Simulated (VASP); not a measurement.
# Ge (Fd-3m) in VASP: further runs

Ge is run at these levels: LDA; tasks: single point.

Everything below comes from runs of VASP 6.6.1. Logs are shortened: lines on timing, memory, paths and dates and some standing lists are left out, and cuts for length are marked.

**Experimental background.**

“Electronic and optical properties of SixGe1-x-ySny alloys lattice-matched to Ge”, 2021, arxiv:2109.02782 reports, for a bulk crystal of Ge: band gap 0.807 eV (direct) at 300 K; band gap 0.666 eV (indirect) at 293 K.

The results are compared with them further down.

## (1) The cell of the first run

The structure is cubic, space group Fd-3m (No. 227). The conventional cell has a = 5.622 Å, b = 5.622 Å, c = 5.622 Å, α = 90.00°, β = 90.00°, γ = 90.00°. Ge (site symmetry -43m) has 4 Ge at 2.43 Å within 3.2 Å.

## (2) Single point, LDA

The input, INCAR:

```
SYSTEM = Ge
PREC = Accurate ; ENCUT = 520
EDIFF = 1E-6 ; ISMEAR = 0
SIGMA = 0.1 ; LREAL = .FALSE.
LASPH = .TRUE. ; NELM = 100
ALGO = Normal ; ISIF = 2
LWAVE = .FALSE. ; LCHARG = .TRUE.
LELF = .TRUE. ; LVHAR = .TRUE.
NBANDS = 21
```

The input, KPOINTS:

```
Automatic mesh
0
G
  14 14 14
  0 0 0
```

The input, POSCAR:

```
Ge
1.0
    0.0000000000      2.8109102545      2.8109102545
    2.8109102545      0.0000000000      2.8109102545
    2.8109102545      2.8109102545      0.0000000000
Ge
2
Direct
    0.0000000000      0.0000000000      0.0000000000
    0.2500000000      0.2500000000      0.2500000000
```

Potentials or basis: VASP PAW LDA potentials, release 64 (Ge_d).

Run with:

```
> cat potpaw_LDA.64/Ge_d/POTCAR > POTCAR
> mpirun -np 1 vasp_std > vasp.out
```

OUTCAR:

```text
SYSTEM = Ge
   PREC = Accurate
   ENCUT = 520
   EDIFF = 1E-6
   ISMEAR = 0
   LREAL = .FALSE.
   LASPH = .TRUE.
   NELM = 100
   ISIF = 2

 ion  position               nearest neighbor table
   1  0.000  0.000  0.000-   2 2.43   2 2.43   2 2.43   2 2.43
   2  0.250  0.250  0.250-   1 2.43   1 2.43   1 2.43   1 2.43

  LATTYP: Found a face centered cubic cell.
 ALAT       =     5.6218205090

  Lattice vectors:

 A1 = (   0.0000000000,   2.8109102545,   2.8109102545)
 A2 = (   2.8109102545,   0.0000000000,   2.8109102545)
 A3 = (   2.8109102545,   2.8109102545,   0.0000000000)

Analysis of symmetry for initial positions (statically):
=====================================================================
 Subroutine PRICEL returns:
 Original cell was already a primitive cell.

 Routine SETGRP: Setting up the symmetry group for a
 face centered cubic supercell.

 Subroutine GETGRP returns: Found 48 space group operations
 (whereof 24 operations were pure point group operations)
 out of a pool of 48 trial point group operations.

The static configuration has the point symmetry T_d .
 The point group associated with its full space group is O_h .

Analysis of symmetry for dynamics (positions and initial velocities):
=====================================================================
 Subroutine PRICEL returns:
 Original cell was already a primitive cell.

 Routine SETGRP: Setting up the symmetry group for a
 face centered cubic supercell.

 Subroutine GETGRP returns: Found 48 space group operations
 (whereof 24 operations were pure point group operations)
 out of a pool of 48 trial point group operations.

The dynamic configuration has the point symmetry T_d .
 The point group associated with its full space group is O_h .

 Subroutine INISYM returns: Found 48 space group operations
 (whereof 24 operations are pure point group operations),
 and found     1 'primitive' translations

----------------------------------------------------------------------------------------

                                     Primitive cell

  volume of cell :      44.4192

  direct lattice vectors                    reciprocal lattice vectors
     0.000000000  2.810910254  2.810910254    -0.177878322  0.177878322  0.177878322
     2.810910254  0.000000000  2.810910254     0.177878322 -0.177878322  0.177878322
     2.810910254  2.810910254  0.000000000     0.177878322  0.177878322 -0.177878322

  length of vectors
     3.975227405  3.975227405  3.975227405     0.308094292  0.308094292  0.308094292

  position of ions in fractional coordinates (direct lattice)
     0.000000000  0.000000000  0.000000000
     0.250000000  0.250000000  0.250000000

  ion indices of the primitive-cell ions
   primitive index   ion index
                 1           1
                 2           2

----------------------------------------------------------------------------------------

 KPOINTS: Automatic mesh

Automatic generation of k-mesh.
 Grid dimensions read from file:
 generate k-points for:   14   14   14

 Generating k-lattice:

  Cartesian coordinates                     Fractional coordinates (reciprocal lattice)
    -0.012705594  0.012705594  0.012705594     0.071428571  0.000000000  0.000000000
     0.012705594 -0.012705594  0.012705594     0.000000000  0.071428571  0.000000000
     0.012705594  0.012705594 -0.012705594     0.000000000  0.000000000  0.071428571

  Length of vectors
     0.022006735  0.022006735  0.022006735

  Shift w.r.t. Gamma in fractional coordinates (k-lattice)
     0.000000000  0.000000000  0.000000000

 Subroutine IBZKPT returns following result:
 ===========================================

 Found    104 irreducible k-points:

 Following reciprocal coordinates:
            Coordinates               Weight
  0.000000  0.000000  0.000000      1.000000
  0.071429  0.000000  0.000000      8.000000
  0.142857  0.000000  0.000000      8.000000
  0.214286  0.000000  0.000000      8.000000
  0.285714  0.000000  0.000000      8.000000
  0.357143  0.000000  0.000000      8.000000
[... 16 lines left out ...]
  0.214286  0.142857  0.000000     24.000000
  0.285714  0.142857  0.000000     24.000000
 [... further k-points ...]
   k-points           NKPTS =    104   k-points in BZ     NKDIM =    104   number of bands    NBANDS=     21
   number of dos      NEDOS =    301   number of ions     NIONS =      2
   total plane-waves  NPLWV =  27000
   dimension x,y,z NGX =    30 NGY =   30 NGZ =   30
   dimension x,y,z NGXF=    60 NGYF=   60 NGZF=   60
   ions per type =               2
   NGX,Y,Z   is equivalent  to a cutoff of  12.55, 12.55, 12.55 a.u.
   NGXF,Y,Z  is equivalent  to a cutoff of  25.09, 25.09, 25.09 a.u.
 SYSTEM =  Ge
   PREC   = accura    normal or accurate (medium, high low for compatibility)
   ISTART =      0    job   : 0-new  1-cont  2-samecut
   ICHARG =      2    charge: 1-file 2-atom 10-const
   ISPIN  =      1    spin polarized calculation?
   LNONCOLLINEAR =      F non collinear calculations
   LSORBIT =      F    spin-orbit coupling
   LASPH  =      T    aspherical Exc in radial PAW
   ENCUT  =  520.0 eV  38.22 Ry    6.18 a.u.   7.39  7.39  7.39*2*pi/ulx,y,z
   NELM   =    100;   NELMIN=  2; NELMDL= -5     # of ELM steps
   EDIFF  = 0.1E-05   stopping-criterion for ELM
   LREAL  =      F    real-space projection
[... 7 lines left out ...]
   TEBEG  =    0.0;   TEEND  =   0.0 temperature during run
   PSTRESS=    0.0 pullay stress
   NELECT =      28.0000    total number of electrons
   NUPDOWN=      -1.0000    fix difference up-down
   EMIN   =  10.00;   EMAX   =-10.00  energy-range for DOS
   EFERMI =   0.00;   METHOD = LEGACY
   ISMEAR =     0;   SIGMA  =   0.10  broadening in eV -4-tet -1-fermi 0-gaus
   EFERMI_NEDOS =   21; number of points for ismear=-14 and -15
   IALGO  =     38    algorithm
   IMIX   =      4    mixing-type and parameters
     AMIX     =   0.40;   BMIX     =  1.00
     AMIX_MAG =   1.60;   BMIX_MAG =  1.00
  volume/ion in A,a.u.               =      22.21       149.88
  Fermi-wavevector in a.u.,A,eV,Ry     =   1.403688  2.652585 26.808096  1.970339
  Thomas-Fermi vector in A             =   2.526325
   LORBIT       =      0    0 simple, 1 ext, 2 COOP (PROOUT), +10 PAW based schemes
   GGA     = CA    functional components
   LHFCALC =     F    Hartree Fock is set to
   AEXX    =    0.0000 exact exchange contribution
   IVDW    =     0    specifies the selected vdW correction
   LEPSILON=     F    determine dielectric tensor
   LRPA    =     F    only Hartree local field effects (RPA)
 non-spin polarized calculation
 Gauss-broadening in eV      SIGMA  =   0.10
  energy-cutoff  :      520.00
  volume of cell :       44.42
 maximum number of plane-waves:      1243
 NGX is ok and might be reduce to    30
   NGX = 15   NGY = 15   NGZ = 15

 number of electron      28.0000032 magnetization

 Free energy of the ion-electron system (eV)
  ---------------------------------------------------
  ext. energy  EPLUGINS =         0.00000000
  ---------------------------------------------------
  free energy    TOTEN  =       -10.39189906 eV

  energy without entropy =      -10.39171700  energy(sigma->0) =      -10.39180803

 E-fermi :   4.9483     XC(G=0): -10.3790

 val. band max:        4.9431695380   @ k =   0.0000   0.0000   0.0000
 cond. band min:       5.0367767800   @ k =   0.5000   0.0000   0.0000
 fundamental gap:      0.0936072420
 Fermi energy:         4.9483303809

 k-point     1 :       0.0000    0.0000    0.0000
  band No.  band energies     occupation
      1     -20.0560      2.00000
      2     -20.0560      2.00000
      3     -20.0560      2.00000
      4     -20.0177      2.00000
      5     -20.0177      2.00000
      6     -19.7965      2.00000
[... 13 lines left out ...]
     20      14.5143      0.00000
     21      14.5143      0.00000

 k-point     2 :       0.0714    0.0000    0.0000
  band No.  band energies     occupation
      1     -20.0594      2.00000
      2     -20.0594      2.00000
      3     -20.0551      2.00000
      4     -20.0131      2.00000
      5     -20.0131      2.00000
      6     -19.8019      2.00000
[... 13 lines left out ...]
     20      13.9983      0.00000
     21      13.9983      0.00000

 k-point     3 :       0.1429    0.0000    0.0000
  band No.  band energies     occupation
      1     -20.0662      2.00000
      2     -20.0662      2.00000
      3     -20.0526      2.00000
      4     -20.0030      2.00000
      5     -20.0030      2.00000
      6     -19.8110      2.00000
[... 13 lines left out ...]
     20      13.4213      0.00000
     21      13.4213      0.00000

 k-point     4 :       0.2143    0.0000    0.0000
  band No.  band energies     occupation
      1     -20.0725      2.00000
      2     -20.0725      2.00000
      3     -20.0489      2.00000
      4     -19.9924      2.00000
      5     -19.9924      2.00000
      6     -19.8195      2.00000
[... 13 lines left out ...]
     20      13.2054      0.00000
     21      13.2054      0.00000

 k-point     5 :       0.2857    0.0000    0.0000
  band No.  band energies     occupation
      1     -20.0771      2.00000
      2     -20.0771      2.00000
      3     -20.0448      2.00000
      4     -19.9836      2.00000
      5     -19.9836      2.00000
      6     -19.8259      2.00000
[... 13 lines left out ...]
     20      13.4789      0.00000
     21      13.4789      0.00000

 k-point     6 :       0.3571    0.0000    0.0000
  band No.  band energies     occupation
      1     -20.0799      2.00000
      2     -20.0799      2.00000
      3     -20.0411      2.00000
      4     -19.9777      2.00000
      5     -19.9777      2.00000
      6     -19.8298      2.00000
[... 13 lines left out ...]
     20      14.2268      0.00000
     21      14.2268      0.00000

 k-point     7 :       0.4286    0.0000    0.0000
  band No.  band energies     occupation
      1     -20.0812      2.00000
      2     -20.0812      2.00000
      3     -20.0384      2.00000
      4     -19.9746      2.00000
      5     -19.9746      2.00000
      6     -19.8315      2.00000
[... 13 lines left out ...]
     20      15.3036      0.00000
     21      15.3036      0.00000
[... 291 lines left out ...]
      1     -20.0729      2.00000
      2     -20.0665      2.00000
      3     -20.0516      2.00000
      4     -20.0007      2.00000
      5     -19.9923      2.00000
      6     -19.8237      2.00000
[... 13 lines left out ...]
     20      12.8420      0.00000
     21      13.5579      0.00000

 k-point    21 :      -0.0714    0.0714    0.0000
  band No.  band energies     occupation
      1     -20.0658      2.00000
      2     -20.0602      2.00000
      3     -20.0554      2.00000
      4     -20.0093      2.00000
      5     -20.0041      2.00000
      6     -19.8130      2.00000
[... 13 lines left out ...]
     20      13.2454      0.00000
     21      13.8005      0.00000

 k-point    22 :       0.1429    0.1429    0.0000
  band No.  band energies     occupation
      1     -20.0648      2.00000
      2     -20.0636      2.00000
      3     -20.0636      2.00000
      4     -20.0055      2.00000
      5     -19.9869      2.00000
      6     -19.8397      2.00000
[... 13 lines left out ...]
     20      12.7536      0.00000
     21      14.8648      0.00000

 k-point    23 :       0.2143    0.1429    0.0000
  band No.  band energies     occupation
      1     -20.0734      2.00000
      2     -20.0681      2.00000
      3     -20.0585      2.00000
      4     -19.9975      2.00000
      5     -19.9742      2.00000
      6     -19.8534      2.00000
[... 13 lines left out ...]
     20      13.5430      0.00000
     21      14.7587      0.00000

 k-point    24 :       0.2857    0.1429    0.0000
  band No.  band energies     occupation
      1     -20.0821      2.00000
      2     -20.0732      2.00000
      3     -20.0501      2.00000
      4     -19.9878      2.00000
      5     -19.9630      2.00000
      6     -19.8639      2.00000
[... 13 lines left out ...]
     20      14.1633      0.00000
     21      14.7869      0.00000

 [... further k-points ...]
[... 5 lines left out ...]
  --------------------------------------------------------------------------------------
  -------------------------------------------------------------------------------------
  Total        0.0579554      0.0579554      0.0579554      0.0000000      0.0000000     -0.0000000
  in kB        2.0904195      2.0904195      2.0904195      0.0000000      0.0000000     -0.0000000
  external PRESSURE =       2.0904195 kB  Pullay stress =       0.0000000 kB

 VOLUME and BASIS-vectors are now :
 -----------------------------------------------------------------------------
  energy-cutoff  :      520.00
  volume of cell :       44.42
      direct lattice vectors                 reciprocal lattice vectors
     0.000000000  2.810910254  2.810910254    -0.177878322  0.177878322  0.177878322
     2.810910254  0.000000000  2.810910254     0.177878322 -0.177878322  0.177878322
     2.810910254  2.810910254  0.000000000     0.177878322  0.177878322 -0.177878322

 POSITION                                       TOTAL-FORCE (eV/Angst)
 -----------------------------------------------------------------------------------
      0.00000      0.00000      0.00000        -0.000000      0.000000      0.000000
      1.40546      1.40546      1.40546         0.000000     -0.000000     -0.000000
 -----------------------------------------------------------------------------------
    total drift:                                0.000000      0.000000      0.000000

  FREE ENERGIE OF THE ION-ELECTRON SYSTEM (eV)
  ---------------------------------------------------
  free  energy   TOTEN  =       -10.3918990570 eV

  energy  without entropy=      -10.3917169992  energy(sigma->0) =      -10.39180803
```

Run time: 72 s. Hardware: 1 thread of Intel Xeon Platinum 8259CL at 2.50GHz (Skylake/Cascade Lake), shared host; peak memory 0.2 GiB.

Results:

| Quantity | Value |
| --- | --- |
| Free energy | -10.3919 eV |
| Pressure | 0.2 GPa |
| Band gap on the k mesh | 0.03 eV |

Levels at points of the mesh, in eV from the valence-band top:
```tsv
k point	band 10	band 11	band 12	band 13	band 14	band 15	band 16	band 17	band 18	band 19
(0.00, 0.00, 0.00)	-24.69	-12.95	0.00	0.00	0.00	0.03	2.54	2.54	2.54	6.26
(0.50, 0.00, 0.00)	-24.67	-10.82	-7.72	-1.43	-1.43	0.13	3.73	3.73	6.98	10.52
(0.50, 0.50, 0.00)	-24.65	-9.00	-9.00	-3.14	-3.14	0.64	0.64	9.57	9.57	11.63
```

Caveat: the smearing spreads over this small gap.

## (3) Single point, LDA

The input, INCAR:

```
SYSTEM = Ge
ALGO     = Normal         ! electronic algorithm
EDIFF    = 1E-6           ! SCF threshold, eV
ENCUT    = 520            ! plane-wave cutoff, eV
GGA      = CA             ! functional
ISIF     = 2              ! what is computed and relaxed
ISMEAR   = 0              ! smearing method
ISYM     = 0            
LASPH    = .TRUE.         ! aspherical terms in the spheres
LCHARG   = .FALSE.        ! write CHGCAR
LREAL    = .FALSE.        ! projectors in reciprocal space
LWAVE    = .FALSE.        ! write WAVECAR
NBANDS   = 21             ! bands
NELM     = 80             ! most SCF steps
PREC     = Accurate       ! precision mode
SIGMA    = 0.1            ! smearing width, eV
```

The input, KPOINTS:

```
k-points
0
G
  9 9 12
  0 0 0
```

The input, POSCAR:

```
Ge
1.0
    3.9752274045      0.0000000000      0.0000000000
    0.0000000000      3.9752274045      0.0000000000
    1.9876137023      1.9876137023      2.8109102545
Ge
2
Direct
    0.0000000000      0.0000000000      0.0000000000
    0.2500000000      0.7500000000      0.5000000000
```

Potentials or basis: VASP PAW LDA potentials, release 64 (Ge_d).

Run with:

```
> cat potpaw_LDA.64/Ge_d/POTCAR > POTCAR
> mpirun -np 1 vasp_std > vasp.out
```

OUTCAR:

```text
SYSTEM = Ge
   EDIFF = 1E-6
   ENCUT = 520
   GGA = CA
   ISIF = 2
   ISMEAR = 0
   ISYM = 0
   LASPH = .TRUE.
   LREAL = .FALSE.
   NELM = 80
   PREC = Accurate

 ion  position               nearest neighbor table
   1  0.000  0.000  0.000-   2 2.43   2 2.43   2 2.43   2 2.43
   2  0.250  0.750  0.500-   1 2.43   1 2.43   1 2.43   1 2.43

IMPORTANT INFORMATION: All symmetrisations will be switched off!
NOSYMM: (Re-)initialisation of all symmetry stuff for point group C_1.

----------------------------------------------------------------------------------------

[... 744 lines left out ...]
     21      13.9321      0.00000

 [... further k-points ...]
[... 5 lines left out ...]
  --------------------------------------------------------------------------------------
  -------------------------------------------------------------------------------------
  Total        0.0598419      0.0598466      0.0414676      0.0002511      0.0015819      0.0015766
  in kB        2.1584653      2.1586353      1.4957128      0.0090582      0.0570568      0.0568687
  external PRESSURE =       1.9376045 kB  Pullay stress =       0.0000000 kB

 VOLUME and BASIS-vectors are now :
 -----------------------------------------------------------------------------
  energy-cutoff  :      520.00
  volume of cell :       44.42
      direct lattice vectors                 reciprocal lattice vectors
     3.975227405  0.000000000  0.000000000     0.251557936  0.000000000 -0.177878322
     0.000000000  3.975227405  0.000000000     0.000000000  0.251557936 -0.177878322
     1.987613702  1.987613702  2.810910254     0.000000000  0.000000000  0.355756644

 POSITION                                       TOTAL-FORCE (eV/Angst)
 -----------------------------------------------------------------------------------
      0.00000      0.00000      0.00000         0.001025     -0.001029      0.000001
      1.98761      3.97523      1.40546        -0.001025      0.001029     -0.000001
 -----------------------------------------------------------------------------------
    total drift:                                0.000002      0.000007      0.000004

  FREE ENERGIE OF THE ION-ELECTRON SYSTEM (eV)
  ---------------------------------------------------
  free  energy   TOTEN  =       -10.3896259124 eV

  energy  without entropy=      -10.3893395285  energy(sigma->0) =      -10.38948272
```

OSZICAR:

```text
N       E                     dE             d eps       ncg     rms          rms(c)
DAV:   1     0.188589247211E+03    0.18859E+03   -0.14614E+04 22915   0.360E+03
DAV:   2     0.168539832003E+02   -0.17174E+03   -0.16631E+03 20519   0.618E+02
DAV:   3    -0.969298936505E+01   -0.26547E+02   -0.26370E+02 23519   0.143E+02
DAV:   4    -0.105584475528E+02   -0.86546E+00   -0.86502E+00 22897   0.300E+01
DAV:   5    -0.105725235621E+02   -0.14076E-01   -0.14076E-01 23582   0.417E+00    0.336E+00
DAV:   6    -0.104502699033E+02    0.12225E+00   -0.37719E-02 22742   0.159E+00    0.193E+00
DAV:   7    -0.103888921175E+02    0.61378E-01   -0.76942E-02 22194   0.202E+00    0.141E-01
DAV:   8    -0.103895992272E+02   -0.70711E-03   -0.57751E-03 23364   0.887E-01    0.454E-02
DAV:   9    -0.103896294245E+02   -0.30197E-04   -0.10132E-04 28916   0.252E-01    0.136E-02
DAV:  10    -0.103896260119E+02    0.34126E-05   -0.14480E-05 31745   0.106E-01    0.411E-03
DAV:  11    -0.103896259124E+02    0.99423E-07   -0.14176E-06 16029   0.154E-02
   1 F= -.10389626E+02 E0= -.10389483E+02  d E =-.286384E-03
```

It took 5.3 min on 1 thread of Intel Xeon Platinum 8259CL at 2.50GHz (Skylake/Cascade Lake), shared host; peak memory 0.43 GiB.

What came out:

```yaml
Free_energy: -10.3896 eV
Pressure: 0.2 GPa
Band_gap_on_the_k_mesh: 0.03 eV
```

Caveat: the smearing spreads over this small gap.

## (4) Against experiment

Step 2. A measured gap of Ge is 0.807 eV (direct; 300 K; “Electronic and optical properties of SixGe1-x-ySny alloys lattice-matched to Ge”, 2021, arxiv:2109.02782); the calculated 0.03 eV misses it by -0.78 eV. 3 values of this kind are on record (0.666 to 0.807 eV); this one was drawn at random among those near their median. Spin-orbit coupling on Ge is left out. The value is that of LDA on a finite k mesh, which can miss the band edges, without temperature or zero-point motion. Semilocal functionals fall short of measured gaps as a rule.

Step 3. Measured gap of Ge: 0.666 eV (indirect; 293 K; “Electronic and optical properties of SixGe1-x-ySny alloys lattice-matched to Ge”, 2021, arxiv:2109.02782). This calculation gives 0.03 eV (-0.63 eV). 3 values of this kind are on record (0.666 to 0.807 eV); this one was drawn at random among those near their median. Spin-orbit coupling on Ge is left out. The value is that of LDA on a finite k mesh, which can miss the band edges, without temperature or zero-point motion. Semilocal functionals fall short of measured gaps as a rule.

The gap in the log of VASP goes by the Fermi energy; the results here count the filled bands.